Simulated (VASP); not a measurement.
# AlSi16 (a cell with a defect) in VASP: a series of runs

The runs below take AlSi16 (a cell with a defect) through single point, with PBE.

All numbers are computed with VASP 6.6.1; they aren't measurements. Logs are shortened: lines on timing, memory, paths and dates and some standing lists are left out, and cuts for length are marked.

## Step 1: The cell of the first run

The cell holds a defect, 17 atoms: a = 7.679 Å, b = 7.679 Å, c = 7.679 Å, α = 60.00°, β = 60.00°, γ = 60.00°.

## Step 2: Single point, PBE, collinear spin

Input file INCAR:

```
PREC = Accurate ; ENCUT = 520
EDIFF = 1E-7 ; ISMEAR = -1
SIGMA = 0.05 ; LREAL = Auto
LASPH = True ; NELM = 150
ALGO = Normal ; ISIF = 2
LWAVE = False ; LCHARG = False
ISPIN = 2 ; MAGMOM = 0 0 0 0 0 0 0 0 0 0 0 0 0 0 0 0 1
LORBIT = 11 ; GGA = PE
NBANDS = 52
```

Input file KPOINTS:

```
Automatic mesh
0
Gamma
  2 2 2
```

Input file POSCAR:

```
AlSi16
1.0
    0.0000000000      5.4300000000      5.4300000000
    5.4300000000      0.0000000000      5.4300000000
    5.4300000000      5.4300000000      0.0000000000
Si Al
16 1
Direct
   -0.0227071823      0.0352117864     -0.0148802947
    0.1111878453      0.1423112339      0.1500460405
   -0.0294383057      0.0309484346      0.4960313076
    0.0912246777      0.1829005525      0.6313167587
    0.0461602210      0.4819613260     -0.0113167587
    0.1642265193      0.6173020258      0.1224401473
    0.0305524862      0.5396500921      0.4829834254
    0.1568139963      0.6506445672      0.6122836096
    0.5089963168     -0.0474677716      0.0033977901
    0.5936924494      0.1145211786      0.1236740331
    0.4790423573      0.0404788214      0.4890239411
    0.5988489871      0.1304143646      0.6300828729
    0.5050552486      0.4611878453      0.0198250460
    0.6599079190      0.5762062615      0.1419705341
    0.5138858195      0.4866114180      0.5285635359
    0.6143462247      0.6556721915      0.6593001842
    0.7951289134      0.7177808471      0.2367863720
```

Potentials or basis: VASP PAW PBE potentials, release 64 (Si, Al).

Started as:

```bash
$ cat potpaw_PBE.64/Si/POTCAR potpaw_PBE.64/Al/POTCAR > POTCAR
$ mpirun -np 1 vasp_std > vasp.out
```

OUTCAR:

```text
PREC = Accurate
   ENCUT = 520
   EDIFF = 1E-7
   ISMEAR = -1
   LREAL = Auto
   LASPH = True
   NELM = 150
   ISIF = 2
   ISPIN = 2
   LORBIT = 11
   GGA = PE

 ion  position               nearest neighbor table
   1  0.977  0.035  0.985-   4 2.23  10 2.43   2 2.55   6 2.64  17 2.76
   2  0.111  0.142  0.150-   5 2.16   3 2.18   9 2.54   1 2.55
   3  0.971  0.031  0.496-   2 2.18  12 2.34   8 2.42   4 2.56
   4  0.091  0.183  0.631-   1 2.23   7 2.27  11 2.44   3 2.56
   5  0.046  0.482  0.989-   2 2.16   8 2.38   6 2.43  14 2.43  17 2.63
   6  0.164  0.617  0.122-  13 2.16   7 2.28  17 2.32   5 2.43   1 2.64
   7  0.031  0.540  0.483-   4 2.27   6 2.28   8 2.30  16 2.62  17 2.66
   8  0.157  0.651  0.612-  15 2.26   7 2.30   5 2.38   3 2.42
   9  0.509  0.953  0.003-  10 2.32  12 2.37  14 2.37   2 2.54  17 2.83
  10  0.594  0.115  0.124-  13 2.19   9 2.32  11 2.32   1 2.43  17 2.53
  11  0.479  0.040  0.489-  12 2.21  10 2.32   4 2.44  16 2.44  17 3.14
  12  0.599  0.130  0.630-  11 2.21  15 2.26   3 2.34   9 2.37
  13  0.505  0.461  0.020-   6 2.16  10 2.19  16 2.32  14 2.46
  14  0.660  0.576  0.142-  17 2.34   9 2.37   5 2.43  15 2.44  13 2.46
  15  0.514  0.487  0.529-  12 2.26   8 2.26  14 2.44  16 2.52  17 2.80
  16  0.614  0.656  0.659-  13 2.32  11 2.44  15 2.52   7 2.62  17 2.70
  17  0.795  0.718  0.237-   6 2.32  14 2.34  10 2.53   5 2.63   7 2.66  16 2.70   1 2.76  15 2.80
                             9 2.83  11 3.14

  LATTYP: Found a face centered cubic cell.
 ALAT       =    10.8600000000

  Lattice vectors:

 A1 = (   0.0000000000,   5.4300000000,   5.4300000000)
 A2 = (   5.4300000000,   0.0000000000,   5.4300000000)
 A3 = (   5.4300000000,   5.4300000000,   0.0000000000)

Analysis of symmetry for initial positions (statically):
=====================================================================
 Subroutine PRICEL returns:
 Original cell was already a primitive cell.

 Routine SETGRP: Setting up the symmetry group for a
 face centered cubic supercell.

 Subroutine GETGRP returns: Found  1 space group operations
 (whereof  1 operations were pure point group operations)
 out of a pool of 48 trial point group operations.

The static configuration has the point symmetry C_1 .

Analysis of symmetry for dynamics (positions and initial velocities):
=====================================================================
 Subroutine PRICEL returns:
 Original cell was already a primitive cell.

 Routine SETGRP: Setting up the symmetry group for a
 face centered cubic supercell.

 Subroutine GETGRP returns: Found  1 space group operations
 (whereof  1 operations were pure point group operations)
 out of a pool of 48 trial point group operations.

The dynamic configuration has the point symmetry C_1 .

Analysis of structural, dynamic, and magnetic symmetry:
=====================================================================
 Subroutine PRICEL returns:
 Original cell was already a primitive cell.

 Routine SETGRP: Setting up the symmetry group for a
 face centered cubic supercell.

 Subroutine GETGRP returns: Found  1 space group operations
 (whereof  1 operations were pure point group operations)
 out of a pool of 48 trial point group operations.

The overall configuration has the point symmetry C_1 .

 Subroutine INISYM returns: Found  1 space group operations
 (whereof  1 operations are pure point group operations),
 and found     1 'primitive' translations

----------------------------------------------------------------------------------------

                                     Primitive cell

  volume of cell :     320.2060

  direct lattice vectors                    reciprocal lattice vectors
     0.000000000  5.430000000  5.430000000    -0.092081031  0.092081031  0.092081031
     5.430000000  0.000000000  5.430000000     0.092081031 -0.092081031  0.092081031
     5.430000000  5.430000000  0.000000000     0.092081031  0.092081031 -0.092081031

  length of vectors
     7.679179644  7.679179644  7.679179644     0.159489025  0.159489025  0.159489025

  position of ions in fractional coordinates (direct lattice)
     0.977292818  0.035211786  0.985119705
     0.111187845  0.142311234  0.150046041
     0.970561694  0.030948435  0.496031308
     0.091224678  0.182900553  0.631316759
     0.046160221  0.481961326  0.988683241
     0.164226519  0.617302026  0.122440147
[... 9 lines left out ...]
     0.614346225  0.655672192  0.659300184
     0.795128913  0.717780847  0.236786372

[... 64 lines left out ...]
 SYSTEM =  unknown system
   PREC   = accura    normal or accurate (medium, high low for compatibility)
   ISTART =      0    job   : 0-new  1-cont  2-samecut
   ICHARG =      2    charge: 1-file 2-atom 10-const
   ISPIN  =      2    spin polarized calculation?
   LNONCOLLINEAR =      F non collinear calculations
   LSORBIT =      F    spin-orbit coupling
   LASPH  =      T    aspherical Exc in radial PAW
   ENCUT  =  520.0 eV  38.22 Ry    6.18 a.u.  14.28 14.28 14.28*2*pi/ulx,y,z
   NELM   =    150;   NELMIN=  2; NELMDL= -5     # of ELM steps
   EDIFF  = 0.1E-06   stopping-criterion for ELM
   LREAL  =      T    real-space projection
   EDIFFG = 0.1E-05   stopping-criterion for IOM
   NSW    =      0    number of steps for IOM
   IBRION =     -1    ionic relax: 0-MD 1-quasi-New 2-CG
   NFREE  =      0    steps in history (QN), initial steepest desc. (CG)
   ISIF   =      2    stress and relaxation
   ISYM   =      2    0-nonsym 1-usesym 2-fastsym
   POTIM  = 0.5000    time-step for ionic-motion
   TEBEG  =    0.0;   TEEND  =   0.0 temperature during run
   PSTRESS=    0.0 pullay stress
   NELECT =      67.0000    total number of electrons
   NUPDOWN=      -1.0000    fix difference up-down
   EMIN   =  10.00;   EMAX   =-10.00  energy-range for DOS
   EFERMI =   0.00;   METHOD = LEGACY
   ISMEAR =    -1;   SIGMA  =   0.05  broadening in eV -4-tet -1-fermi 0-gaus
   EFERMI_NEDOS =   21; number of points for ismear=-14 and -15
   IALGO  =     38    algorithm
   IMIX   =      4    mixing-type and parameters
     AMIX     =   0.40;   BMIX     =  1.00
     AMIX_MAG =   1.60;   BMIX_MAG =  1.00
  volume/ion in A,a.u.               =      18.84       127.11
  Fermi-wavevector in a.u.,A,eV,Ry     =   0.971904  1.836632 12.852022  0.944597
  Thomas-Fermi vector in A             =   2.102159
   LORBIT       =     11    0 simple, 1 ext, 2 COOP (PROOUT), +10 PAW based schemes
   GGA     = PE    functional components
   LHFCALC =     F    Hartree Fock is set to
   AEXX    =    0.0000 exact exchange contribution
   IVDW    =     0    specifies the selected vdW correction
   LEPSILON=     F    determine dielectric tensor
   LRPA    =     F    only Hartree local field effects (RPA)
 spin polarized calculation
  energy-cutoff  :      520.00
  volume of cell :      320.21
 maximum number of plane-waves:      8646
 NGX is ok and might be reduce to    60
   NGX = 29   NGY = 29   NGZ = 29

 number of electron      67.0000000 magnetization       0.0000256

 number of electron      67.0000000 magnetization      -0.0000104

 Free energy of the ion-electron system (eV)
  ---------------------------------------------------
  ext. energy  EPLUGINS =         0.00000000
  ---------------------------------------------------
  free energy    TOTEN  =       -84.27084054 eV

  energy without entropy =      -84.23154490  energy(sigma->0) =      -84.25119272

 E-fermi :   6.8291     XC(G=0):  -9.6868

 val. band max:        6.8156963868   @ k =   0.0000   0.0000   0.0000
 cond. band min:       6.8579062235   @ k =   0.0000   0.0000   0.0000
 fundamental gap:      0.0422098368
 Fermi energy:         6.8290939267

 spin component 1

 k-point     1 :       0.0000    0.0000    0.0000
  band No.  band energies     occupation
      1      -5.9928      1.00000
      2      -3.7703      1.00000
      3      -3.6993      1.00000
      4      -3.4879      1.00000
      5      -3.2464      1.00000
      6      -2.3522      1.00000
[... 373 lines left out ...]
     44      10.1246      0.00000
     45      10.3527      0.00000
 Fermi energy:         6.8290939267

 spin component 2

 k-point     1 :       0.0000    0.0000    0.0000
  band No.  band energies     occupation
      1      -5.9928      1.00000
      2      -3.7703      1.00000
      3      -3.6993      1.00000
      4      -3.4879      1.00000
      5      -3.2464      1.00000
      6      -2.3522      1.00000
[... 373 lines left out ...]
     44      10.1246      0.00000
     45      10.3527      0.00000
 [bands above 45 left out]

------------------------ aborting loop because EDIFF is reached ----------------------------------------

  FORCE on cell =-STRESS in cart. coord.  units (eV):
  Direction    XX          YY          ZZ          XY          YZ          ZX
  --------------------------------------------------------------------------------------
  -------------------------------------------------------------------------------------
  Total       11.4872197     13.0278925     13.2577142     -1.3815649     -4.0743891     -0.9476176
  in kB       57.4772557     65.1861397     66.3360717     -6.9127744    -20.3865436     -4.7414833
  external PRESSURE =      62.9998224 kB  Pullay stress =       0.0000000 kB

 VOLUME and BASIS-vectors are now :
 -----------------------------------------------------------------------------
  energy-cutoff  :      520.00
  volume of cell :      320.21
      direct lattice vectors                 reciprocal lattice vectors
     0.000000000  5.430000000  5.430000000    -0.092081031  0.092081031  0.092081031
     5.430000000  0.000000000  5.430000000     0.092081031 -0.092081031  0.092081031
     5.430000000  5.430000000  0.000000000     0.092081031  0.092081031 -0.092081031

 POSITION                                       TOTAL-FORCE (eV/Angst)
 -----------------------------------------------------------------------------------
      5.54040     10.65590      5.49790         1.028590      1.872751     -0.748335
      1.58750      1.41850      1.37650        -3.685491     -0.124569     -0.621156
      2.86150      7.96360      5.43820         1.570874      2.090416     -0.316567
      4.42120      3.92340      1.48850        -2.303013     -0.616377     -0.136055
      7.98560      5.61920      2.86770         1.143693     -1.183077      1.303387
      4.01680      1.55660      4.24370         0.406183     -1.493437      0.798913
[... 9 lines left out ...]
      7.14030      6.91590      6.89620        -1.218684     -0.425502      0.455103
      5.18330      5.60330      8.21510         1.572339      0.050712     -0.288201
 -----------------------------------------------------------------------------------
    total drift:                                0.000944      0.000275     -0.005643

  FREE ENERGIE OF THE ION-ELECTRON SYSTEM (eV)
  ---------------------------------------------------
  free  energy   TOTEN  =       -84.2708405380 eV

  energy  without entropy=      -84.2315448966  energy(sigma->0) =      -84.25119272

 total charge

# of ion       s       p       d       tot
------------------------------------------
    1        0.763   0.876   0.000   1.640
    2        0.755   0.962   0.000   1.717
    3        0.747   0.941   0.000   1.689
    4        0.750   0.940   0.000   1.690
    5        0.754   0.944   0.000   1.698
    6        0.766   0.974   0.000   1.741
[... 9 lines left out ...]
   16        0.777   0.854   0.000   1.631
   17        0.499   0.340   0.000   0.840
--------------------------------------------------
tot         12.631  15.323   0.000  27.955

 magnetization (x)

# of ion       s       p       d       tot
------------------------------------------
    1        0.000   0.000   0.000   0.000
    2       -0.000  -0.000   0.000  -0.000
    3       -0.000  -0.000   0.000  -0.000
    4       -0.000  -0.000   0.000  -0.000
    5        0.000   0.000   0.000   0.000
    6        0.000   0.000   0.000   0.000
[... 9 lines left out ...]
   16        0.000   0.000   0.000   0.000
   17        0.000   0.000   0.000   0.000
--------------------------------------------------
tot          0.000  -0.000   0.000  -0.000
```

Wall time 5 min (1 thread of Intel Xeon 6975P-C (Granite Rapids), shared host); peak memory 0.71 GiB.

What came out:

```yaml
Free_energy: -84.2708 eV
Pressure: 6.3 GPa
Largest_force: 3.740 eV/Å
Net_moment: 0.00 μB per cell
Valence_electrons_inside_the_program's_atomic_spheres: Si 1.64, 1.72, 1.69, 1.70, 1.74, 1.66, 1.73, 1.75, 1.68, 1.63 (each value once); Al 0.84
```

Forces in eV/Å, atoms in the order of the input:
```
Si   1.029  1.873 -0.748
Si  -3.685 -0.125 -0.621
Si   1.571  2.090 -0.317
Si  -2.303 -0.616 -0.136
Si   1.144 -1.183  1.303
Si   0.406 -1.493  0.799
Si   1.133 -0.436 -1.234
Si   0.979 -0.573 -0.236
Si   0.674 -0.954 -0.684
Si  -0.805  1.067 -0.002
Si  -0.505 -0.762 -1.794
Si   0.267  1.527  0.516
Si   0.117  0.702  2.446
Si  -0.664 -0.910 -1.169
Si   0.291  0.166  1.710
Si  -1.219 -0.426  0.455
Al   1.572  0.051 -0.288
```

Caveat: the k points lie up to 0.50 Å⁻¹ apart; the atoms stand as in a frame of molecular dynamics.

(Continued in part 2 of 2.)
